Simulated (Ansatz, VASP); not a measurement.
Mg3Ti: VASP beside Ansatz

```
Ti Mg
1.0
    -2.24414    2.24414    4.46343
     2.24414   -2.24414    4.46343
     2.24414    2.24414   -4.46343
Ti Mg
1 3
Direct
  0.00000 0.00000 0.00000
  0.75000 0.25000 0.50000
  0.25000 0.75000 0.50000
  0.50000 0.50000 0.00000
```

Alike in both runs: task single point; functional PBE; k mesh 9 × 9 × 9; occupations fermi-dirac, width 0.05 eV; no spin polarisation.

|  | VASP | Ansatz |
| --- | --- | --- |
| version | VASP 6.6.1 | Ansatz 0.2.0 |
| potentials or method | VASP PAW PBE potentials, release 64 (Ti_sv, Mg) | Ansatz PAW |
| plane-wave cutoff (eV) | 520 | 420 |
| valence electrons in the cell | 18 | 42 |

VASP gave:

* gap on the k mesh at the Fermi level (eV): none
* pressure (GPa): -3.1
* traceless stress, the component that is largest in VASP (GPa): -0.42

Problem. Estimate Ansatz's values.

Solution. gap on the k mesh at the Fermi level (eV): none; pressure (GPa): -3.1; traceless stress, the component that is largest in VASP (GPa): -0.41.

A gap of «none» marks a metal or a gap that the smearing closes. VASP's potentials hold 18 valence electrons a cell and Ansatz's 42, so a difference there can come from the potentials and not from the codes.
